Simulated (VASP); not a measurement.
Crystal: NbTe.

```
Te Nb
1.0
     3.70297    0.00000    0.00000
    -1.85149    3.20687    0.00000
     0.00000    0.00000    3.69421
Te Nb
1 1
Direct
  0.66667 0.33333 0.00000
  0.00000 0.00000 0.50000
```

* Program: VASP 6.6.1
* Task: relaxation of cell and atoms
* Functional: PBEsol
* Dispersion: D3(BJ)
* Potentials or basis: VASP PAW PBE potentials, release 64 (Te, Nb_sv)
* Cutoff: 600 eV
* k mesh: 8 × 8 × 7
* Occupations: fermi-dirac, width 0.05 eV
* Spin: no spin polarisation

At the start: pressure -10.0 GPa; volume 21.93 Å³/atom.

Problem. How do energy, volume and symmetry change on relaxing?

Solution. Over 11 steps the energy falls by 60.4 meV/atom and the volume is 20.14 Å³/atom (-8.2 %); space group P-6m2 (No. 187, to 0.05 Å).

Step by step:
```tsv
step	energy change (eV)	largest force (eV/Å)	pressure (GPa)	volume (Å³)
1	0.0000	0.0000	-9.98	43.87
2	0.2121	0.0000	24.66	35.75
3	-0.1135	0.0000	-0.43	40.60
4	-0.1137	0.0000	-0.08	40.51
5	-0.1137	0.0000	0.16	40.44
6	-0.1197	0.0000	0.20	40.30
7	-0.1206	0.0000	0.28	40.21
8	-0.1206	0.0000	0.28	40.22
9	-0.1206	0.0000	0.26	40.21
10	-0.1205	0.0000	-0.42	40.40
11	-0.1207	0.0000	0.00	40.28
```

Final structure:
```
Te Nb
1.0
     3.56764    0.00000    0.00000
    -1.78382    3.08966    0.00000
     0.00000    0.00000    3.65422
Te Nb
1 1
Direct
  0.66667 0.33333 0.00000
  0.00000 0.00000 0.50000
```

Caveat: the PAW data sets were made with another functional, which shifts forces and pressure a little; pairwise dispersion overbinds metals, which lowers pressure and volume.
